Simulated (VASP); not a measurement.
# BaS (Fm-3m) in VASP: further runs, part 2 of 2

VASP 6.6.1. The steps go on from the part before.

## Step 3: Relaxation of cell and atoms, r2SCAN

This run uses another cell than the first one, of 32.58 Å³/atom.

The input, POSCAR:

```
BaS
1.0
    0.0000000000      3.1937500000      3.1937500000
    3.1937500000      0.0000000000      3.1937500000
    3.1937500000      3.1937500000      0.0000000000
Ba S
1 1
Direct
    0.0000000000      0.0000000000      0.0000000000
    0.5000000000      0.5000000000      0.5000000000
```

The input, INCAR.step1:

```
SYSTEM = BaS
PREC = Accurate
ENCUT = 600
ISMEAR = -1
SIGMA = 0.1
LREAL = .FALSE.
LASPH = .TRUE.
NELM = 60
GGA = PE
ALGO = Normal
EDIFF = 1E-4
LWAVE = .TRUE.
LCHARG = .FALSE.
```

The input, INCAR.step2:

```
SYSTEM = BaS
PREC = Accurate
ENCUT = 600
EDIFF = 1E-6
ISMEAR = -1
SIGMA = 0.1
LREAL = .FALSE.
LASPH = .TRUE.
NELM = 60
ALGO = Normal
ISIF = 3
LWAVE = .FALSE.
LCHARG = .FALSE.
METAGGA = R2SCAN
LMIXTAU = .TRUE.
IBRION = 2
NSW = 100
EDIFFG = -0.002
ISTART = 1
```

The input, KPOINTS:

```
Automatic mesh
0
G
  12 12 12
  0 0 0
```

Potentials or basis: VASP PAW PBE potentials, release 64 (Ba_sv, S).

Command:

```
> cat potpaw_PBE.64/Ba_sv/POTCAR potpaw_PBE.64/S/POTCAR > POTCAR
> cp INCAR.step1 INCAR
> mpirun -np 1 vasp_std > vasp.out
> cp INCAR.step2 INCAR
> mpirun -np 1 vasp_std > vasp.out
```

OUTCAR:

```text
SYSTEM = BaS
   PREC = Accurate
   ENCUT = 600
   EDIFF = 1E-6
   ISMEAR = -1
   LREAL = .FALSE.
   LASPH = .TRUE.
   NELM = 60
   ISIF = 3
   METAGGA = R2SCAN
   IBRION = 2
   NSW = 100
   EDIFFG = -0.002
   ISTART = 1

 ion  position               nearest neighbor table
   1  0.000  0.000  0.000-   2 3.19   2 3.19   2 3.19   2 3.19   2 3.19   2 3.19
   2  0.500  0.500  0.500-   1 3.19   1 3.19   1 3.19   1 3.19   1 3.19   1 3.19

  LATTYP: Found a face centered cubic cell.
 ALAT       =     6.3875000000

  Lattice vectors:

 A1 = (   0.0000000000,   3.1937500000,   3.1937500000)
 A2 = (   3.1937500000,   0.0000000000,   3.1937500000)
 A3 = (   3.1937500000,   3.1937500000,   0.0000000000)

Analysis of symmetry for initial positions (statically):
=====================================================================
 Subroutine PRICEL returns:
 Original cell was already a primitive cell.

 Routine SETGRP: Setting up the symmetry group for a
 face centered cubic supercell.

 Subroutine GETGRP returns: Found 48 space group operations
 (whereof 48 operations were pure point group operations)
 out of a pool of 48 trial point group operations.

The static configuration has the point symmetry O_h .

[... 169 lines left out ...]
  in kB       14.1843734     14.1843734     14.1843734      0.0000000      0.0000000      0.0000000
  external PRESSURE =      14.1843734 kB  Pullay stress =       0.0000000 kB
[... 59 lines left out ...]
--------------------------------------- Ionic step        3  -------------------------------------------

 number of electron      16.0000001 magnetization

 Free energy of the ion-electron system (eV)
  ---------------------------------------------------
  ext. energy  EPLUGINS =         0.00000000
  ---------------------------------------------------
  free energy    TOTEN  =       -39.20722156 eV

  energy without entropy =      -39.20722113  energy(sigma->0) =      -39.20722134

 E-fermi :   2.4245     XC(G=0):  -8.9481

 val. band max:        1.0669977892   @ k =   0.0000   0.0000   0.0000
 cond. band min:       3.5781590622   @ k =   0.5000   0.5000   0.0000
 fundamental gap:      2.5111612730
 Fermi energy:         2.4244859569

 k-point     1 :       0.0000    0.0000    0.0000
  band No.  band energies     occupation
      1     -25.8428      2.00000
      2     -10.4793      2.00000
      3     -10.4793      2.00000
      4     -10.4793      2.00000
      5      -9.6848      2.00000
      6       1.0670      2.00000
      7       1.0670      2.00000
      8       1.0670      2.00000
      9       5.1341      0.00000
     10       5.3683      0.00000
     11       5.3683      0.00000
     12       5.3683      0.00000
[... 331 lines left out ...]
 k-point    24 :      -0.4167    0.1667    0.0000
  band No.  band energies     occupation
      1     -25.7988      2.00000
      2     -11.4451      2.00000
      3     -10.6155      2.00000
      4     -10.5324      2.00000
      5      -8.6647      2.00000
      6      -0.5175      2.00000
      7       0.1245      2.00000
      8       0.2591      2.00000
      9       6.3962      0.00000
     10       6.6830      0.00000
     11       7.6282      0.00000
     12       8.4029      0.00000

 [... further k-points ...]
[... 5 lines left out ...]
  --------------------------------------------------------------------------------------
  -------------------------------------------------------------------------------------
  Total        0.0015074      0.0015074      0.0015074     -0.0000000      0.0000000      0.0000000
  in kB        0.0359774      0.0359774      0.0359774     -0.0000000      0.0000000      0.0000000
  external PRESSURE =       0.0359774 kB  Pullay stress =       0.0000000 kB
[... 17 lines left out ...]
  FREE ENERGIE OF THE ION-ELECTRON SYSTEM (eV)
  ---------------------------------------------------
  free  energy   TOTEN  =       -39.2072215615 eV

  energy  without entropy=      -39.2072211280  energy(sigma->0) =      -39.20722134

 reached required accuracy - stopping structural energy minimisation
```

OSZICAR.step1:

```text
N       E                     dE             d eps       ncg     rms          rms(c)
DAV:   1     0.997478071629E+02    0.99748E+02   -0.76053E+03  1728   0.130E+03
DAV:   2    -0.442921947072E+01   -0.10418E+03   -0.96036E+02  2336   0.209E+02
DAV:   3    -0.105300112294E+02   -0.61008E+01   -0.60410E+01  2248   0.554E+01
DAV:   4    -0.106632016863E+02   -0.13319E+00   -0.13300E+00  2440   0.844E+00
DAV:   5    -0.106660629455E+02   -0.28613E-02   -0.28609E-02  2324   0.104E+00    0.481E+00
DAV:   6    -0.101659372408E+02    0.50013E+00   -0.11412E+00  2044   0.621E+00    0.336E+00
DAV:   7    -0.101702464438E+02   -0.43092E-02   -0.27351E-01  2636   0.306E+00    0.215E+00
DAV:   8    -0.101812333824E+02   -0.10987E-01   -0.25323E-02  2024   0.127E+00    0.427E-01
DAV:   9    -0.101842127826E+02   -0.29794E-02   -0.59169E-03  2168   0.694E-01    0.172E-01
DAV:  10    -0.101851657558E+02   -0.95297E-03   -0.11279E-03  1972   0.286E-01    0.383E-02
DAV:  11    -0.101852277880E+02   -0.62032E-04   -0.89200E-05  1708   0.712E-02
   1 F= -.10185228E+02 E0= -.10185226E+02  d E =-.273648E-05
```

Run time: 4.1 min. Hardware: 1 thread of Intel Xeon 6975P-C (Granite Rapids), shared host; peak memory 0.27 GiB.

What came out:

- Free energy: -39.2072 eV
- Relaxed volume: 33.56 Å³/atom
- Relaxed cell: a = 4.562 Å, b = 4.562 Å, c = 4.562 Å, α = 60.00°, β = 60.00°, γ = 60.00°
- Space group after relaxing (to 0.1 Å): Fm-3m (No. 225)
- Energy gained by relaxing: 4.2 meV/atom
- Ionic steps: 3
- Pressure after relaxing: 0.0 GPa
- Band gap on the k mesh: 2.51 eV (least direct gap 2.66 eV)

The path:
```tsv
step	energy change (eV)	largest force (eV/Å)	pressure (GPa)	volume (Å³)
1	0.0000	0.0000	1.42	65.15
2	-0.0073	0.0000	-0.50	67.91
3	-0.0085	0.0000	0.00	67.13
```

Final structure:
```
CELL_PARAMETERS angstrom
0.00000 3.22570 3.22570
3.22570 0.00000 3.22570
3.22570 3.22570 0.00000
ATOMIC_POSITIONS crystal
Ba 0.00000 0.00000 0.00000
S 0.50000 0.50000 0.50000
```

Caveat: the PAW data sets were made with another functional, which shifts forces and pressure a little; spin-orbit coupling is left out, which moves the levels of the heavy elements.
